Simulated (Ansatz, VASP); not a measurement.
## Fe: VASP beside Ansatz

```xyz
1
Lattice="0.0000 1.8155 1.8155 1.8155 0.0000 1.8155 1.8155 1.8155 0.0000" Properties=species:S:1:pos:R:3 pbc="T T T"
Fe    0.0000    0.0000    0.0000
```

Change from the starting cell: volume scaled by 0.98.

Alike in both runs: task single point; functional PBE; k mesh 12 × 12 × 12; occupations fermi-dirac, width 0.05 eV; collinear spin.

```csv
,VASP,Ansatz
version,VASP 6.6.1,Ansatz 0.2.0
potentials or method,"VASP PAW PBE potentials, release 64 (Fe), cutoff 520 eV","all-electron LAPW, scalar-relativistic"
```

Ansatz gave:

```
gap on the k mesh at the Fermi level (eV)                     : none
pressure (GPa)                                                : 0.1
net moment per atom (μB)                                      : 2.55
size of the moment on the site where the two differ most (μB) : 2.59
```

Estimate VASP's values.

gap on the k mesh at the Fermi level (eV): none; pressure (GPa): -0.1; net moment per atom (μB): 2.55; size of the moment on the site where the two differ most (μB): 2.54.

Site moments also hang on the region over which each program counts them. A gap of «none» marks a metal or a gap that the smearing closes. Ansatz ran all-electron here, and VASP with PAW potentials.
